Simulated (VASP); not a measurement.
Wanted: the native input for a VASP 6.6.1 run.

* Task: single point
* Functional: LDA
* Potentials or basis: VASP PAW LDA potentials, release 64 (Cu, I)
* Cutoff: 520 eV
* k mesh: 6 × 6 × 6
* Occupations: gaussian, width 0.01 eV
* Spin: no spin polarisation
* Dipole correction: no
* Further INCAR settings: ALGO = Normal; EDIFF = 1e-07; NBANDS = 16

The structure of CuI (Marshite) lies in POSCAR:

```
CuI
1.0
    2.9016788446      2.9016788446      0.0000000000
   -2.9016788446      2.9016788446      0.0000000000
    0.0000000000      2.9016788446      2.9728395588
Cu I
1 1
Direct
    0.7500000000      0.2500000000      0.5000000000
    0.0000000000      0.0000000000      0.0000000000
```

This cell differs from its parent crystal: film at in-plane strain -0.01.

One way to write it, as run:

INCAR

```
SYSTEM = CuI
PREC     = Accurate       ! precision mode
ENCUT    = 520            ! plane-wave cutoff, eV
EDIFF    = 1E-7           ! SCF threshold, eV
ISMEAR   = 0              ! smearing method
SIGMA    = 0.01           ! smearing width, eV
LREAL    = .False.        ! projectors in reciprocal space
LASPH    = .True.         ! aspherical terms in the spheres
NELM     = 60             ! most SCF steps
ALGO     = Normal         ! electronic algorithm
ISIF     = 2              ! what is computed and relaxed
LWAVE    = .False.        ! write WAVECAR
LCHARG   = .False.        ! write CHGCAR
GGA      = CA             ! functional
NBANDS   = 16             ! bands
```

KPOINTS

```
regular mesh
0
Gamma
  6 6 6
  0 0 0
```

Potentials or basis: VASP PAW LDA potentials, release 64 (Cu, I).

The run is started by

```console
$ cat potpaw_LDA.64/Cu/POTCAR potpaw_LDA.64/I/POTCAR > POTCAR
$ mpirun -np 1 vasp_std > vasp.out
```

Results of the run:

```json
{"Pressure": "0.5 GPa", "Band gap on the k mesh": "1.28 eV, direct"}
```

Caveat: the cell differs from its parent crystal (film at in-plane strain -0.01); spin-orbit coupling is left out, which moves the levels of the heavy elements.

Wall time 13 s on 1 thread of Intel(R) Xeon(R) Platinum 8488C (Sapphire Rapids) (shared host), peak memory 0.16 GiB.
